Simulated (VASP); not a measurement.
# TiNb3 (Pm-3m) in VASP: further runs

TiNb3 is run at these levels: LDA; tasks: single point, relaxation of volume and atoms at fixed shape.

All numbers are computed with VASP 6.6.1; they aren't measurements. Logs are shortened: lines on timing, memory, paths and dates and some standing lists are left out, and cuts for length are marked.

## (1) The cell of the first run

The structure is cubic, space group Pm-3m (No. 221). Conventional cell: a = 4.098 Å, b = 4.098 Å, c = 4.098 Å, α = 90.00°, β = 90.00°, γ = 90.00°. Within 3.8 Å of Ti (site symmetry m-3m) lie 12 Nb at 2.90 Å. Within 3.8 Å of Nb (site symmetry 4/mmm) lie 4 Ti at 2.90 Å and 8 Nb at 2.90 Å.

## (2) Single point, LDA

Input file INCAR:

```
PREC = Accurate
ENCUT = 520
EDIFF = 1E-6
ISMEAR = 1
SIGMA = 0.1
LREAL = False
LASPH = True
NELM = 60
ALGO = Normal
ISIF = 2
LWAVE = False
LCHARG = False
NBANDS = 34
```

Input file KPOINTS:

```
regular mesh
0
Gamma
  6 6 6
```

Input file POSCAR:

```
TiNb3
1.0
    4.0982972432      0.0000000000      0.0000000000
    0.0000000000      4.0982972432      0.0000000000
    0.0000000000      0.0000000000      4.0982972432
Ti Nb
1 3
Direct
    0.0000000000      0.0000000000      0.0000000000
    0.0000000000      0.5000000000      0.5000000000
    0.5000000000      0.0000000000      0.5000000000
    0.5000000000      0.5000000000      0.0000000000
```

Potentials or basis: VASP PAW LDA potentials, release 64 (Ti_sv, Nb_sv).

Command:

```sh
$ cat potpaw_LDA.64/Ti_sv/POTCAR potpaw_LDA.64/Nb_sv/POTCAR > POTCAR
$ mpirun -np 1 vasp_std > vasp.out
```

OUTCAR:

```text
PREC = Accurate
   ENCUT = 520
   EDIFF = 1E-6
   ISMEAR = 1
   LREAL = False
   LASPH = True
   NELM = 60
   ISIF = 2

 ion  position               nearest neighbor table
   1  0.000  0.000  0.000-   2 2.90   3 2.90   4 2.90   2 2.90   3 2.90   2 2.90   4 2.90   2 2.90
                             3 2.90   4 2.90   3 2.90   4 2.90
   2  0.000  0.500  0.500-   1 2.90   3 2.90   4 2.90   1 2.90   4 2.90   1 2.90   3 2.90   1 2.90
                             3 2.90   4 2.90   4 2.90   3 2.90
   3  0.500  0.000  0.500-   1 2.90   2 2.90   4 2.90   1 2.90   4 2.90   2 2.90   4 2.90   4 2.90
                             1 2.90   2 2.90   1 2.90   2 2.90
   4  0.500  0.500  0.000-   1 2.90   2 2.90   3 2.90   2 2.90   3 2.90   1 2.90   3 2.90   3 2.90
                             1 2.90   2 2.90   2 2.90   1 2.90

  LATTYP: Found a simple cubic cell.
 ALAT       =     4.0982972432

  Lattice vectors:

 A1 = (   4.0982972432,   0.0000000000,   0.0000000000)
 A2 = (   0.0000000000,   4.0982972432,   0.0000000000)
 A3 = (   0.0000000000,   0.0000000000,   4.0982972432)

Analysis of symmetry for initial positions (statically):
=====================================================================
 Subroutine PRICEL returns:
 Original cell was already a primitive cell.

 Routine SETGRP: Setting up the symmetry group for a
 simple cubic supercell.

 Subroutine GETGRP returns: Found 48 space group operations
 (whereof 48 operations were pure point group operations)
 out of a pool of 48 trial point group operations.

The static configuration has the point symmetry O_h .

Analysis of symmetry for dynamics (positions and initial velocities):
=====================================================================
 Subroutine PRICEL returns:
 Original cell was already a primitive cell.

 Routine SETGRP: Setting up the symmetry group for a
 simple cubic supercell.

 Subroutine GETGRP returns: Found 48 space group operations
 (whereof 48 operations were pure point group operations)
 out of a pool of 48 trial point group operations.

The dynamic configuration has the point symmetry O_h .

 Subroutine INISYM returns: Found 48 space group operations
 (whereof 48 operations are pure point group operations),
 and found     1 'primitive' translations

----------------------------------------------------------------------------------------

                                     Primitive cell

  volume of cell :      68.8352

[... 86 lines left out ...]
   NELM   =     60;   NELMIN=  2; NELMDL= -5     # of ELM steps
   EDIFF  = 0.1E-05   stopping-criterion for ELM
   LREAL  =      F    real-space projection
   EDIFFG = 0.1E-04   stopping-criterion for IOM
   NSW    =      0    number of steps for IOM
   IBRION =     -1    ionic relax: 0-MD 1-quasi-New 2-CG
   NFREE  =      0    steps in history (QN), initial steepest desc. (CG)
   ISIF   =      2    stress and relaxation
   ISYM   =      2    0-nonsym 1-usesym 2-fastsym
   POTIM  = 0.5000    time-step for ionic-motion
   TEBEG  =    0.0;   TEEND  =   0.0 temperature during run
   PSTRESS=    0.0 pullay stress
   NELECT =      51.0000    total number of electrons
   NUPDOWN=      -1.0000    fix difference up-down
   EMIN   =  10.00;   EMAX   =-10.00  energy-range for DOS
   EFERMI =   0.00;   METHOD = LEGACY
   ISMEAR =     1;   SIGMA  =   0.10  broadening in eV -4-tet -1-fermi 0-gaus
   EFERMI_NEDOS =   21; number of points for ismear=-14 and -15
   IALGO  =     38    algorithm
   IMIX   =      4    mixing-type and parameters
     AMIX     =   0.40;   BMIX     =  1.00
     AMIX_MAG =   1.60;   BMIX_MAG =  1.00
  volume/ion in A,a.u.               =      17.21       116.13
  Fermi-wavevector in a.u.,A,eV,Ry     =   1.481363  2.799370 29.857111  2.194436
  Thomas-Fermi vector in A             =   2.595282
   LORBIT       =      0    0 simple, 1 ext, 2 COOP (PROOUT), +10 PAW based schemes
   GGA     = CA    functional components
   LHFCALC =     F    Hartree Fock is set to
   AEXX    =    0.0000 exact exchange contribution
   IVDW    =     0    specifies the selected vdW correction
   LEPSILON=     F    determine dielectric tensor
   LRPA    =     F    only Hartree local field effects (RPA)
 non-spin polarized calculation
 Methfessel and Paxton  Order N= 1 SIGMA  =   0.10
  energy-cutoff  :      520.00
  volume of cell :       68.84
 maximum number of plane-waves:      1870
   NGX = 15   NGY = 15   NGZ = 15

 number of electron      51.0000007 magnetization

 Free energy of the ion-electron system (eV)
  ---------------------------------------------------
  ext. energy  EPLUGINS =         0.00000000
  ---------------------------------------------------
  free energy    TOTEN  =       -41.28871448 eV

  energy without entropy =      -41.28731760  energy(sigma->0) =      -41.28824885

 E-fermi :  11.0822     XC(G=0): -12.6828

 val. band max:       11.0369478220   @ k =   0.3333   0.1667   0.1667
 cond. band min:      11.0931966984   @ k =   0.3333   0.1667   0.0000
 fundamental gap:      0.0562488764
 Fermi energy:        11.0821813125

 k-point     1 :       0.0000    0.0000    0.0000
  band No.  band energies     occupation
      1     -44.9183      2.00000
      2     -43.2537      2.00000
      3     -42.9820      2.00000
      4     -42.9820      2.00000
      5     -21.6298      2.00000
      6     -21.6298      2.00000
[... 729 lines left out ...]
     33      15.2983      0.00000
     34      15.3542      0.00000

------------------------ aborting loop because EDIFF is reached ----------------------------------------

  FORCE on cell =-STRESS in cart. coord.  units (eV):
  Direction    XX          YY          ZZ          XY          YZ          ZX
  --------------------------------------------------------------------------------------
  -------------------------------------------------------------------------------------
  Total       -0.0275120     -0.0275120     -0.0275120     -0.0000000     -0.0000000     -0.0000000
  in kB       -0.6403583     -0.6403583     -0.6403583     -0.0000000     -0.0000000     -0.0000000
  external PRESSURE =      -0.6403583 kB  Pullay stress =       0.0000000 kB

 VOLUME and BASIS-vectors are now :
 -----------------------------------------------------------------------------
  energy-cutoff  :      520.00
  volume of cell :       68.84
      direct lattice vectors                 reciprocal lattice vectors
     4.098297243  0.000000000  0.000000000     0.244003775  0.000000000  0.000000000
     0.000000000  4.098297243  0.000000000     0.000000000  0.244003775  0.000000000
     0.000000000  0.000000000  4.098297243     0.000000000  0.000000000  0.244003775

 POSITION                                       TOTAL-FORCE (eV/Angst)
 -----------------------------------------------------------------------------------
      0.00000      0.00000      0.00000         0.000000      0.000000      0.000000
      0.00000      2.04915      2.04915         0.000000      0.000000      0.000000
      2.04915      0.00000      2.04915         0.000000      0.000000      0.000000
      2.04915      2.04915      0.00000         0.000000      0.000000      0.000000
 -----------------------------------------------------------------------------------
    total drift:                                0.000000      0.000000     -0.000000

  FREE ENERGIE OF THE ION-ELECTRON SYSTEM (eV)
  ---------------------------------------------------
  free  energy   TOTEN  =       -41.2887144809 eV

  energy  without entropy=      -41.2873175990  energy(sigma->0) =      -41.28824885
```

OSZICAR:

```text
N       E                     dE             d eps       ncg     rms          rms(c)
DAV:   1     0.741459822477E+03    0.74146E+03   -0.26001E+04  1360   0.166E+03
DAV:   2     0.318326810270E+02   -0.70963E+03   -0.68735E+03  1492   0.695E+02
DAV:   3    -0.384110184462E+02   -0.70244E+02   -0.67579E+02  2392   0.174E+02
DAV:   4    -0.436654821954E+02   -0.52545E+01   -0.51365E+01  2088   0.476E+01
DAV:   5    -0.440890642860E+02   -0.42358E+00   -0.42254E+00  2512   0.123E+01    0.158E+01
DAV:   6    -0.434821259333E+02    0.60694E+00   -0.23831E+01  1932   0.419E+01    0.143E+01
DAV:   7    -0.417054227871E+02    0.17767E+01   -0.22667E+01  1966   0.254E+01    0.582E+00
DAV:   8    -0.412641080412E+02    0.44131E+00   -0.21716E+00  1828   0.112E+01    0.178E+00
DAV:   9    -0.412864095035E+02   -0.22301E-01   -0.41666E-01  2416   0.359E+00    0.128E+00
DAV:  10    -0.412950050345E+02   -0.85955E-02   -0.39890E-02  1760   0.160E+00    0.659E-01
DAV:  11    -0.412886388303E+02    0.63662E-02   -0.22422E-02  2088   0.102E+00    0.246E-01
DAV:  12    -0.412887118852E+02   -0.73055E-04   -0.99847E-04  2168   0.229E-01    0.139E-01
DAV:  13    -0.412887066739E+02    0.52113E-05   -0.15436E-04  2040   0.952E-02    0.646E-02
DAV:  14    -0.412887145134E+02   -0.78395E-05   -0.10847E-04  1710   0.832E-02    0.164E-02
DAV:  15    -0.412887143785E+02    0.13493E-06   -0.16104E-05  2112   0.296E-02    0.126E-02
DAV:  16    -0.412887144809E+02   -0.10243E-06   -0.25798E-07  1024   0.532E-03
   1 F= -.41288714E+02 E0= -.41288249E+02  d E =-.139688E-02
```

stdout:

```text
POSCAR found type information on POSCAR TiNb
 POSCAR found :  2 types and       4 ions
 scaLAPACK will be used
 LDA part: xc-table for (Slater(with rela. corr.)+CA(PZ))
 , standard interpolation
 POSCAR, INCAR and KPOINTS ok, starting setup
 FFT: planning ... GRIDC
 FFT: planning ... GRID_SOFT
 FFT: planning ... GRID
 WAVECAR not read
 entering main loop
```

It took 22 s on 1 thread of Intel Xeon 6975P-C (Granite Rapids), shared host; peak memory 0.17 GiB.

Results:

```yaml
Free_energy: -41.2887 eV
Pressure: -0.1 GPa
```

## (3) Relaxation of volume and atoms at fixed shape, LDA

This run uses another cell than the first one, of 18.19 Å³/atom, 1.057 times its volume.

Input file INCAR:

```
SYSTEM = TiNb3
  PREC = Accurate
  ENCUT = 600
  EDIFF = 1E-6
  ISMEAR = 1
  SIGMA = 0.1
  LREAL = .FALSE.
  LASPH = .TRUE.
  NELM = 80
  ALGO = Normal
  ISIF = 8
  LWAVE = .FALSE.
  LCHARG = .FALSE.
  GGA = CA
  IBRION = 2
  NSW = 80
  EDIFFG = -0.01
```

Input file KPOINTS:

```
Automatic mesh
0
G
  6 6 6
  0 0 0
```

Input file POSCAR:

```
TiNb3
1.0
    4.1750000000      0.0000000000      0.0000000000
    0.0000000000      4.1750000000      0.0000000000
    0.0000000000      0.0000000000      4.1750000000
Ti Nb
1 3
Direct
    0.0000000000      0.0000000000      0.0000000000
    0.0000000000      0.5000000000      0.5000000000
    0.5000000000      0.0000000000      0.5000000000
    0.5000000000      0.5000000000      0.0000000000
```

Potentials or basis: VASP PAW LDA potentials, release 64 (Ti_sv, Nb_sv).

Command:

```sh
$ cat potpaw_LDA.64/Ti_sv/POTCAR potpaw_LDA.64/Nb_sv/POTCAR > POTCAR
$ mpirun -np 1 vasp_std > vasp.out
```

OUTCAR:

```text
SYSTEM = TiNb3
   PREC = Accurate
   ENCUT = 600
   EDIFF = 1E-6
   ISMEAR = 1
   LREAL = .FALSE.
   LASPH = .TRUE.
   NELM = 80
   ISIF = 8
   GGA = CA
   IBRION = 2
   NSW = 80
   EDIFFG = -0.01

 ion  position               nearest neighbor table
   1  0.000  0.000  0.000-   2 2.95   3 2.95   4 2.95   2 2.95   3 2.95   2 2.95   4 2.95   2 2.95
                             3 2.95   4 2.95   3 2.95   4 2.95
   2  0.000  0.500  0.500-   1 2.95   3 2.95   4 2.95   1 2.95   4 2.95   1 2.95   3 2.95   1 2.95
                             3 2.95   4 2.95   4 2.95   3 2.95
   3  0.500  0.000  0.500-   1 2.95   2 2.95   4 2.95   1 2.95   4 2.95   2 2.95   4 2.95   4 2.95
                             1 2.95   2 2.95   1 2.95   2 2.95
   4  0.500  0.500  0.000-   1 2.95   2 2.95   3 2.95   2 2.95   3 2.95   1 2.95   3 2.95   3 2.95
                             1 2.95   2 2.95   2 2.95   1 2.95

  LATTYP: Found a simple cubic cell.
 ALAT       =     4.1750000000

  Lattice vectors:

 A1 = (   4.1750000000,   0.0000000000,   0.0000000000)
 A2 = (   0.0000000000,   4.1750000000,   0.0000000000)
 A3 = (   0.0000000000,   0.0000000000,   4.1750000000)

Analysis of symmetry for initial positions (statically):
=====================================================================
 Subroutine PRICEL returns:
[... 163 lines left out ...]

 number of electron      51.0000002 magnetization

 Free energy of the ion-electron system (eV)
  ---------------------------------------------------
  ext. energy  EPLUGINS =         0.00000000
  ---------------------------------------------------
  free energy    TOTEN  =       -41.18033684 eV

  energy without entropy =      -41.17559534  energy(sigma->0) =      -41.17875634

------------------------ aborting loop because EDIFF is reached ----------------------------------------

  FORCE on cell =-STRESS in cart. coord.  units (eV):
  Direction    XX          YY          ZZ          XY          YZ          ZX
  --------------------------------------------------------------------------------------
  -------------------------------------------------------------------------------------
  Total       -3.9015214     -3.9015214     -3.9015214     -0.0000000     -0.0000000      0.0000000
  in kB      -85.8964342    -85.8964342    -85.8964342     -0.0000000     -0.0000000      0.0000000
  external PRESSURE =     -85.8964342 kB  Pullay stress =       0.0000000 kB
[... 101 lines left out ...]
--------------------------------------- Ionic step        4  -------------------------------------------

 number of electron      50.9999998 magnetization

 Free energy of the ion-electron system (eV)
  ---------------------------------------------------
  ext. energy  EPLUGINS =         0.00000000
  ---------------------------------------------------
  free energy    TOTEN  =       -41.29029764 eV

  energy without entropy =      -41.28889817  energy(sigma->0) =      -41.28983115

 E-fermi :  11.0813     XC(G=0): -12.6825

 val. band max:       11.0359342592   @ k =   0.3333   0.1667   0.1667
 cond. band min:      11.0922150675   @ k =   0.3333   0.1667   0.0000
 fundamental gap:      0.0562808083
 Fermi energy:        11.0812761612

 k-point     1 :       0.0000    0.0000    0.0000
  band No.  band energies     occupation
      1     -44.9183      2.00000
      2     -43.2560      2.00000
      3     -42.9843      2.00000
      4     -42.9843      2.00000
      5     -21.6301      2.00000
      6     -21.6301      2.00000
[... 680 lines left out ...]
  FREE ENERGIE OF THE ION-ELECTRON SYSTEM (eV)
  ---------------------------------------------------
  free  energy   TOTEN  =       -41.2902976403 eV

  energy  without entropy=      -41.2888981749  energy(sigma->0) =      -41.28983115

 reached required accuracy - stopping structural energy minimisation
```

OSZICAR:

```text
N       E                     dE             d eps       ncg     rms          rms(c)
DAV:   1     0.824038124595E+03    0.82404E+03   -0.28994E+04  1200   0.206E+03
DAV:   2     0.435491069135E+02   -0.78049E+03   -0.76625E+03  1514   0.829E+02
DAV:   3    -0.363378306164E+02   -0.79887E+02   -0.76699E+02  2080   0.203E+02
[... 47 lines left out ...]
DAV:   4    -0.412902418444E+02    0.30180E-03   -0.19977E-03  1828   0.321E-01    0.466E-02
DAV:   5    -0.412902702803E+02   -0.28436E-04   -0.21314E-04  1832   0.929E-02    0.226E-02
DAV:   6    -0.412902860891E+02   -0.15809E-04   -0.26199E-05  1716   0.267E-02    0.177E-02
DAV:   7    -0.412902973124E+02   -0.11223E-04   -0.32199E-05  1652   0.356E-02    0.298E-03
DAV:   8    -0.412902976403E+02   -0.32791E-06   -0.49321E-06  1208   0.174E-02
   4 F= -.41290298E+02 E0= -.41289831E+02  d E =-.109961E+00
```

Wall time 81 s (1 thread of Intel Xeon 6975P-C (Granite Rapids), shared host); peak memory 0.2 GiB.

What came out:

```yaml
Free_energy: -41.2903 eV
Relaxed_volume: 17.21 Å³/atom
Relaxed_cell: a = 4.098 Å, b = 4.098 Å, c = 4.098 Å, α = 90.00°, β = 90.00°, γ = 90.00°
Space_group_after_relaxing_to_0.05_Å: Pm-3m (No. 221)
Energy_gained_by_relaxing: 27.5 meV/atom
Ionic_steps: 4
Pressure_after_relaxing: 0.0 GPa
```

Step by step:
```tsv
step	energy change (eV)	largest force (eV/Å)	pressure (GPa)	volume (Å³)
1	0.0000	0.0000	-8.59	72.77
2	0.1888	0.0000	17.22	62.98
3	-0.1098	0.0000	-0.30	68.95
4	-0.1100	0.0000	-0.02	68.84
```

Final structure:
```
CELL_PARAMETERS angstrom
4.09835 0.00000 0.00000
0.00000 4.09835 0.00000
0.00000 0.00000 4.09835
ATOMIC_POSITIONS crystal
Ti 0.00000 0.00000 0.00000
Nb 0.00000 0.50000 0.50000
Nb 0.50000 0.00000 0.50000
Nb 0.50000 0.50000 0.00000
```

Levels at points of the mesh, in eV from the Fermi level:
```
           k point  band 20  band 21  band 22  band 23  band 24  band 25  band 26  band 27  band 28  band 29
(0.00, 0.00, 0.00)    -3.90    -3.33    -3.33    -3.33     0.24     0.24     0.24     2.65     2.65     3.76
(0.50, 0.00, 0.00)    -2.29    -2.19    -1.52    -1.35    -1.35    -0.77    -0.77     0.69     0.80     1.84
(0.50, 0.50, 0.00)    -1.82    -1.58    -1.23    -1.18    -1.18    -0.91    -0.84    -0.84    -0.44     1.37
(0.50, 0.50, 0.50)    -3.74    -0.16    -0.16    -0.16     0.02     0.02     0.02     0.27     0.27     1.34
```
